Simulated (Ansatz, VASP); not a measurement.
Mg in VASP and in Ansatz

```xyz
1
Lattice="-1.8784 1.8784 1.5685 1.8784 -1.8784 1.5685 1.8784 1.8784 -1.5685" Properties=species:S:1:pos:R:3 pbc="T T T"
Mg    0.0000    0.0000    0.0000
```

Alike in both runs: task single point; functional PBE; k mesh 18 × 18 × 18; occupations gaussian, width 0.15 eV; no spin polarisation.

|  | VASP | Ansatz |
| --- | --- | --- |
| version | VASP 6.6.1 | Ansatz 0.2.0 |
| potentials or method | VASP PAW PBE potentials, release 64 (Mg), cutoff 520 eV | scalar-relativistic, plane waves, PAW |
| valence electrons in the cell | 2 | 10 |

```tsv
	VASP	Ansatz	Ansatz less VASP
gap on the k mesh at the Fermi level (eV)	none	none	-
pressure (GPa)	1.7	1.9	+0.12
traceless stress, the component that is largest in VASP (GPa)	1.89	1.89	+0.002
```

A gap of «none» marks a metal or a gap that the smearing closes. With one functional, cell and mesh, what is left measures potentials, basis and numerics. VASP's potentials hold 2 valence electrons a cell and Ansatz's 10, so a difference there can come from the potentials and not from the codes.
